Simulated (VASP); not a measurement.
## BaTiO3: single point with PBE

The system is BaTiO3.

```xyz
5
Lattice="3.9854 0.0000 0.0000 0.0000 3.9854 0.0000 0.0000 0.0000 4.2005" Properties=species:S:1:pos:R:3 pbc="T T T"
Ba    1.9927    1.9927    2.4836
Ti    0.0000    0.0000    0.4554
O     0.0000    1.9927    0.2531
O     1.9927    0.0000    0.2531
O     0.0000    0.0000    2.2675
```

- Program: VASP 6.6.1
- Task: single point
- Functional: PBE
- Potentials or basis: VASP PAW PBE potentials, release 64 (Ba_sv, Ti_sv, O)
- Cutoff: 520 eV
- k mesh: 8 × 8 × 6
- Occupations: gaussian, width 0.02 eV
- Spin: no spin polarisation

```yaml
Pressure: 1.6 GPa
Largest_force: 0.082 eV/Å
Band_gap_on_the_k_mesh: 1.79 eV, indirect (least direct gap 2.35 eV)
```

Forces in eV/Å, atoms in the order of the input:
```
Ba   0.000  0.000 -0.050
Ti   0.000  0.000 -0.080
O    0.000  0.000  0.024
O    0.000  0.000  0.024
O    0.000  0.000  0.082
```

Stress tensor (GPa, compression positive):
```
1.59 0.00 0.00
0.00 1.59 0.00
0.00 0.00 1.66
```

Levels at points of the mesh, in eV from the valence-band top:
```
           k point  band 17  band 18  band 19  band 20  band 21  band 22  band 23  band 24
(0.00, 0.00, 0.00)    -1.33    -0.93    -0.57    -0.57     1.79     2.43     2.43     4.00
(0.50, 0.00, 0.00)    -1.97    -1.72    -1.59    -1.34     2.51     3.42     3.52     4.08
(0.50, 0.50, 0.00)    -2.04    -1.17    -1.17    -0.06     3.56     3.56     3.90     4.09
(0.00, 0.00, 0.50)    -2.07    -2.00    -0.74    -0.74     1.91     3.43     3.43     4.00
(0.50, 0.00, 0.50)    -1.86    -1.18    -1.09    -0.52     3.45     3.47     3.70     4.77
(0.50, 0.50, 0.50)    -2.64    -0.46    -0.46     0.00     3.95     3.95     4.06     5.93
```

Run time: 52 s on 1 thread of Intel(R) Xeon(R) 6975P-C (Granite Rapids) (shared host), peak memory 0.25 GiB.

Caveat: spin-orbit coupling is left out, which moves the levels of the heavy elements. A hybrid or GW would open this gap; PBE tends to underestimate it.
